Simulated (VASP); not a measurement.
# Ir (Pm-3m) in VASP: further runs

The runs below take Ir through single point, with PBE.

Everything below comes from runs of VASP 6.6.1. Logs are shortened: lines on timing, memory, paths and dates and some standing lists are left out, and cuts for length are marked.

## 1. The cell of the first run

The structure is cubic, space group Pm-3m (No. 221). Conventional cell: a = 2.243 Å, b = 2.243 Å, c = 2.243 Å, α = 90.00°, β = 90.00°, γ = 90.00°. Within 3.0 Å of Ir (site symmetry m-3m) lie 6 Ir at 2.24 Å.

This isn't the form of Ir at room conditions, which is fcc.

## 2. Single point, PBE

The input, INCAR:

```
SYSTEM = Ir
PREC     = Accurate       ! precision mode
ENCUT    = 520            ! plane-wave cutoff, eV
EDIFF    = 1E-7           ! SCF threshold, eV
ISMEAR   = -1             ! smearing method
SIGMA    = 0.05           ! smearing width, eV
LREAL    = .False.        ! projectors in reciprocal space
LASPH    = .True.         ! aspherical terms in the spheres
NELM     = 80             ! most SCF steps
ALGO     = Normal         ! electronic algorithm
ISIF     = 2              ! what is computed and relaxed
LWAVE    = .False.        ! write WAVECAR
LCHARG   = .False.        ! write CHGCAR
GGA      = PE             ! functional
NBANDS   = 10             ! bands
```

The input, KPOINTS:

```
regular mesh
0
Gamma
  17 17 17
  0 0 0
```

The input, POSCAR:

```
Ir
1.0
    2.2433901392      0.0000000000      0.0000000000
    0.0000000000      2.2433901392      0.0000000000
    0.0000000000      0.0000000000      2.2433901392
Ir
1
Direct
    0.0000000000      0.0000000000      0.0000000000
```

Potentials or basis: VASP PAW PBE potentials, release 64 (Ir).

Started as:

```console
cat potpaw_PBE.64/Ir/POTCAR > POTCAR
mpirun -np 1 vasp_std > vasp.out
```

OUTCAR:

```text
SYSTEM = Ir
   PREC = Accurate
   ENCUT = 520
   EDIFF = 1E-7
   ISMEAR = -1
   LREAL = .False.
   LASPH = .True.
   NELM = 80
   ISIF = 2
   GGA = PE

 ion  position               nearest neighbor table
   1  0.000  0.000  0.000-

  LATTYP: Found a simple cubic cell.
 ALAT       =     2.2433901392

  Lattice vectors:

 A1 = (   2.2433901392,   0.0000000000,   0.0000000000)
 A2 = (   0.0000000000,   2.2433901392,   0.0000000000)
 A3 = (   0.0000000000,   0.0000000000,   2.2433901392)

Analysis of symmetry for initial positions (statically):
=====================================================================
 Subroutine PRICEL returns:
 Original cell was already a primitive cell.

 Routine SETGRP: Setting up the symmetry group for a
 simple cubic supercell.

 Subroutine GETGRP returns: Found 48 space group operations
 (whereof 48 operations were pure point group operations)
 out of a pool of 48 trial point group operations.

The static configuration has the point symmetry O_h .

Analysis of symmetry for dynamics (positions and initial velocities):
=====================================================================
 Subroutine PRICEL returns:
 Original cell was already a primitive cell.

 Routine SETGRP: Setting up the symmetry group for a
 simple cubic supercell.

 Subroutine GETGRP returns: Found 48 space group operations
 (whereof 48 operations were pure point group operations)
 out of a pool of 48 trial point group operations.

The dynamic configuration has the point symmetry O_h .

 Subroutine INISYM returns: Found 48 space group operations
 (whereof 48 operations are pure point group operations),
 and found     1 'primitive' translations

----------------------------------------------------------------------------------------

                                     Primitive cell

  volume of cell :      11.2905

  direct lattice vectors                    reciprocal lattice vectors
     2.243390139  0.000000000  0.000000000     0.445753943  0.000000000  0.000000000
     0.000000000  2.243390139  0.000000000     0.000000000  0.445753943  0.000000000
     0.000000000  0.000000000  2.243390139     0.000000000  0.000000000  0.445753943

  length of vectors
     2.243390139  2.243390139  2.243390139     0.445753943  0.445753943  0.445753943

  position of ions in fractional coordinates (direct lattice)
     0.000000000  0.000000000  0.000000000

  ion indices of the primitive-cell ions
   primitive index   ion index
                 1           1

----------------------------------------------------------------------------------------

 KPOINTS: regular mesh

Automatic generation of k-mesh.
 Grid dimensions read from file:
 generate k-points for:   17   17   17

 Generating k-lattice:

  Cartesian coordinates                     Fractional coordinates (reciprocal lattice)
     0.026220820  0.000000000  0.000000000     0.058823529  0.000000000  0.000000000
     0.000000000  0.026220820  0.000000000     0.000000000  0.058823529  0.000000000
     0.000000000  0.000000000  0.026220820     0.000000000  0.000000000  0.058823529

  Length of vectors
     0.026220820  0.026220820  0.026220820

  Shift w.r.t. Gamma in fractional coordinates (k-lattice)
     0.000000000  0.000000000  0.000000000

 Subroutine IBZKPT returns following result:
 ===========================================

 Found    165 irreducible k-points:

 Following reciprocal coordinates:
            Coordinates               Weight
  0.000000  0.000000  0.000000      1.000000
  0.058824  0.000000  0.000000      6.000000
  0.117647  0.000000  0.000000      6.000000
  0.176471  0.000000  0.000000      6.000000
  0.235294  0.000000  0.000000      6.000000
  0.294118  0.000000  0.000000      6.000000
[... 16 lines left out ...]
  0.411765  0.117647  0.000000     24.000000
  0.470588  0.117647  0.000000     24.000000
 [... further k-points ...]
   k-points           NKPTS =    165   k-points in BZ     NKDIM =    165   number of bands    NBANDS=     10
   number of dos      NEDOS =    301   number of ions     NIONS =      1
   total plane-waves  NPLWV =   5832
   dimension x,y,z NGX =    18 NGY =   18 NGZ =   18
   dimension x,y,z NGXF=    36 NGYF=   36 NGZF=   36
   ions per type =               1
   NGX,Y,Z   is equivalent  to a cutoff of  13.34, 13.34, 13.34 a.u.
   NGXF,Y,Z  is equivalent  to a cutoff of  26.68, 26.68, 26.68 a.u.
 SYSTEM =  Ir
   PREC   = accura    normal or accurate (medium, high low for compatibility)
   ISTART =      0    job   : 0-new  1-cont  2-samecut
   ICHARG =      2    charge: 1-file 2-atom 10-const
   ISPIN  =      1    spin polarized calculation?
   LNONCOLLINEAR =      F non collinear calculations
   LSORBIT =      F    spin-orbit coupling
   LASPH  =      T    aspherical Exc in radial PAW
   ENCUT  =  520.0 eV  38.22 Ry    6.18 a.u.   4.17  4.17  4.17*2*pi/ulx,y,z
   NELM   =     80;   NELMIN=  2; NELMDL= -5     # of ELM steps
   EDIFF  = 0.1E-06   stopping-criterion for ELM
   LREAL  =      F    real-space projection
   EDIFFG = 0.1E-05   stopping-criterion for IOM
   NSW    =      0    number of steps for IOM
   IBRION =     -1    ionic relax: 0-MD 1-quasi-New 2-CG
   NFREE  =      0    steps in history (QN), initial steepest desc. (CG)
   ISIF   =      2    stress and relaxation
   ISYM   =      2    0-nonsym 1-usesym 2-fastsym
   POTIM  = 0.5000    time-step for ionic-motion
   TEBEG  =    0.0;   TEEND  =   0.0 temperature during run
   PSTRESS=    0.0 pullay stress
   NELECT =       9.0000    total number of electrons
   NUPDOWN=      -1.0000    fix difference up-down
   EMIN   =  10.00;   EMAX   =-10.00  energy-range for DOS
   EFERMI =   0.00;   METHOD = LEGACY
   ISMEAR =    -1;   SIGMA  =   0.05  broadening in eV -4-tet -1-fermi 0-gaus
   EFERMI_NEDOS =   21; number of points for ismear=-14 and -15
   IALGO  =     38    algorithm
   IMIX   =      4    mixing-type and parameters
     AMIX     =   0.40;   BMIX     =  1.00
     AMIX_MAG =   1.60;   BMIX_MAG =  1.00
  volume/ion in A,a.u.               =      11.29        76.19
  Fermi-wavevector in a.u.,A,eV,Ry     =   1.517927  2.868466 31.349212  2.304102
  Thomas-Fermi vector in A             =   2.627116
   LORBIT       =      0    0 simple, 1 ext, 2 COOP (PROOUT), +10 PAW based schemes
   GGA     = PE    functional components
   LHFCALC =     F    Hartree Fock is set to
   AEXX    =    0.0000 exact exchange contribution
   IVDW    =     0    specifies the selected vdW correction
   LEPSILON=     F    determine dielectric tensor
   LRPA    =     F    only Hartree local field effects (RPA)
 non-spin polarized calculation
  energy-cutoff  :      520.00
  volume of cell :       11.29
 maximum number of plane-waves:       312
 NGX is ok and might be reduce to    18
   NGX =  9   NGY =  9   NGZ =  9

 number of electron       9.0000000 magnetization

 Free energy of the ion-electron system (eV)
  ---------------------------------------------------
  ext. energy  EPLUGINS =         0.00000000
  ---------------------------------------------------
  free energy    TOTEN  =        -4.62161660 eV

  energy without entropy =       -4.61677337  energy(sigma->0) =       -4.61919499

 E-fermi :  14.6225     XC(G=0): -15.1724

 val. band max:       14.6185052813   @ k =   0.1765   0.1765   0.1176
 cond. band min:      14.6426663169   @ k =   0.2353   0.2353   0.0588
 fundamental gap:      0.0241610356
 Fermi energy:        14.6225357325

 k-point     1 :       0.0000    0.0000    0.0000
  band No.  band energies     occupation
      1       1.4241      2.00000
      2       4.2336      2.00000
      3       4.2336      2.00000
      4      17.2124      0.00000
      5      17.2124      0.00000
      6      17.2124      0.00000
      7      33.0414      0.00000
      8      33.0414      0.00000
      9      33.0414      0.00000
     10      41.3891      0.00000

 k-point     2 :       0.0588    0.0000    0.0000
  band No.  band energies     occupation
      1       1.5888      2.00000
      2       4.2733      2.00000
      3       4.4375      2.00000
      4      16.9461      0.00000
      5      16.9461      0.00000
      6      17.2317      0.00000
      7      32.1546      0.00000
      8      33.3856      0.00000
      9      33.3856      0.00000
     10      42.0081      0.00000

 k-point     3 :       0.1176    0.0000    0.0000
  band No.  band energies     occupation
      1       2.0238      2.00000
      2       4.3884      2.00000
      3       5.0760      2.00000
      4      16.2386      0.00000
      5      16.2386      0.00000
      6      17.2872      0.00000
      7      30.2670      0.00000
      8      34.3147      0.00000
      9      34.3147      0.00000
     10      39.6922      0.00000

 k-point     4 :       0.1765    0.0000    0.0000
  band No.  band energies     occupation
      1       2.6016      2.00000
      2       4.5676      2.00000
      3       6.1776      2.00000
      4      15.2874      0.00000
      5      15.2874      0.00000
      6      17.3721      0.00000
      7      28.2296      0.00000
      8      35.6022      0.00000
      9      35.6022      0.00000
     10      37.3478      0.00000

 k-point     5 :       0.2353    0.0000    0.0000
  band No.  band energies     occupation
      1       3.2276      2.00000
      2       4.7913      2.00000
      3       7.6619      2.00000
      4      14.2805      1.99786
      5      14.2805      1.99786
      6      17.4759      0.00000
      7      26.4206      0.00000
      8      35.2718      0.00000
      9      37.0317      0.00000
     10      37.0317      0.00000

 k-point     6 :       0.2941    0.0000    0.0000
  band No.  band energies     occupation
      1       3.8600      2.00000
      2       5.0327      2.00000
      3       9.2998      2.00000
      4      13.3539      2.00000
      5      13.3539      2.00000
      6      17.5850      0.00000
      7      25.0778      0.00000
      8      33.5270      0.00000
      9      38.4510      0.00000
     10      38.4510      0.00000
[... 183 lines left out ...]
 k-point    21 :       0.2941    0.1176    0.0000
  band No.  band energies     occupation
      1       4.3868      2.00000
      2       5.7935      2.00000
      3       9.0393      2.00000
      4      12.8714      2.00000
      5      13.4660      2.00000
      6      16.7128      0.00000
      7      25.9867      0.00000
      8      33.9068      0.00000
      9      35.5764      0.00000
     10      39.8652      0.00000

 k-point    22 :       0.3529    0.1176    0.0000
  band No.  band energies     occupation
      1       4.9246      2.00000
      2       6.0968      2.00000
      3       9.4140      2.00000
      4      12.7183      2.00000
      5      13.3651      2.00000
      6      16.8279      0.00000
      7      25.0407      0.00000
      8      33.0798      0.00000
      9      36.1564      0.00000
     10      41.2205      0.00000

 k-point    23 :       0.4118    0.1176    0.0000
  band No.  band energies     occupation
      1       5.3436      2.00000
      2       6.4050      2.00000
      3       9.1283      2.00000
      4      12.1919      2.00000
      5      14.2879      1.99752
      6      16.9164      0.00000
      7      24.7428      0.00000
      8      32.2776      0.00000
      9      36.9552      0.00000
     10      41.2360      0.00000

 k-point    24 :       0.4706    0.1176    0.0000
  band No.  band energies     occupation
      1       5.5671      2.00000
      2       6.6431      2.00000
      3       8.8224      2.00000
      4      11.9208      2.00000
      5      14.8464      0.02246
      6      16.9645      0.00000
      7      24.8556      0.00000
      8      31.8405      0.00000
      9      37.6931      0.00000
     10      39.3208      0.00000

 [... further k-points ...]

------------------------ aborting loop because EDIFF is reached ----------------------------------------

  FORCE on cell =-STRESS in cart. coord.  units (eV):
  Direction    XX          YY          ZZ          XY          YZ          ZX
  --------------------------------------------------------------------------------------
  -------------------------------------------------------------------------------------
  Total       18.8687847     18.8687847     18.8687847      0.0000000      0.0000000      0.0000000
  in kB     2677.5654194   2677.5654194   2677.5654194      0.0000000      0.0000000      0.0000000
  external PRESSURE =    2677.5654194 kB  Pullay stress =       0.0000000 kB

 VOLUME and BASIS-vectors are now :
 -----------------------------------------------------------------------------
  energy-cutoff  :      520.00
  volume of cell :       11.29
      direct lattice vectors                 reciprocal lattice vectors
     2.243390139  0.000000000  0.000000000     0.445753943  0.000000000  0.000000000
     0.000000000  2.243390139  0.000000000     0.000000000  0.445753943  0.000000000
     0.000000000  0.000000000  2.243390139     0.000000000  0.000000000  0.445753943

 POSITION                                       TOTAL-FORCE (eV/Angst)
 -----------------------------------------------------------------------------------
      0.00000      0.00000      0.00000         0.000000      0.000000      0.000000
 -----------------------------------------------------------------------------------
    total drift:                               -0.000000      0.000000      0.000000

  FREE ENERGIE OF THE ION-ELECTRON SYSTEM (eV)
  ---------------------------------------------------
  free  energy   TOTEN  =        -4.6216166003 eV

  energy  without entropy=       -4.6167733711  energy(sigma->0) =       -4.61919499
```

It took 5.9 s on 1 thread of Intel Xeon 6975P-C (Granite Rapids), shared host; peak memory 0.13 GiB.

What came out:

* Free energy: -4.6216 eV
* Pressure: 267.8 GPa
* Band gap on the k mesh: zero (an odd number of electrons rules out a gap without spin polarisation)

Levels at points of the mesh, in eV from the Fermi level:
| k point | band 1 | band 2 | band 3 | band 4 | band 5 | band 6 | band 7 | band 8 | band 9 | band 10 |
| --- | --- | --- | --- | --- | --- | --- | --- | --- | --- | --- |
| (0.00, 0.00, 0.00) | -13.20 | -10.39 | -10.39 | 2.59 | 2.59 | 2.59 | 18.42 | 18.42 | 18.42 | 26.77 |

Caveat: the cell stands under pressure; spin-orbit coupling is left out, which moves the levels of the heavy elements.

## 3. Single point, PBE

The input, INCAR:

```
PREC     = Accurate       # precision mode
ENCUT    = 520            # plane-wave cutoff, eV
EDIFF    = 1E-7           # SCF threshold, eV
ISMEAR   = -1             # smearing method
SIGMA    = 0.05           # smearing width, eV
LREAL    = F              # projectors in reciprocal space
LASPH    = T              # aspherical terms in the spheres
NELM     = 60             # most SCF steps
ALGO     = Normal         # electronic algorithm
ISIF     = 2              # what is computed and relaxed
LWAVE    = F              # write WAVECAR
LCHARG   = F              # write CHGCAR
GGA      = PE             # functional
NBANDS   = 10             # bands
```

The input, KPOINTS:

```
Automatic mesh
0
Gamma
  17 17 17
```

The input, POSCAR:

```
Ir
1.0
    2.2430256043      0.0000000000      0.0000000000
    0.0000000000      2.2430256043      0.0000000000
    0.0000000000      0.0000000000      2.2430256043
Ir
1
Direct
    0.0000000000      0.0000000000      0.0000000000
```

Potentials or basis: VASP PAW PBE potentials, release 64 (Ir).

Started as:

```console
cat potpaw_PBE.64/Ir/POTCAR > POTCAR
mpirun -np 1 vasp_std > vasp.out
```

Wall time 6 s (1 thread of Intel Xeon 6975P-C (Granite Rapids), shared host); peak memory 0.13 GiB.

It converged, with:

- Free energy: -4.6124 eV
- Pressure: 268.4 GPa
- Band gap on the k mesh: zero (an odd number of electrons rules out a gap without spin polarisation)

Levels at points of the mesh, in eV from the Fermi level:
```csv
k point,band 1,band 2,band 3,band 4,band 5,band 6,band 7,band 8,band 9,band 10
"(0.00, 0.00, 0.00)",-13.20,-10.40,-10.40,2.59,2.59,2.59,18.42,18.42,18.42,26.77
```

Caveat: the cell stands under pressure; spin-orbit coupling is left out, which moves the levels of the heavy elements.
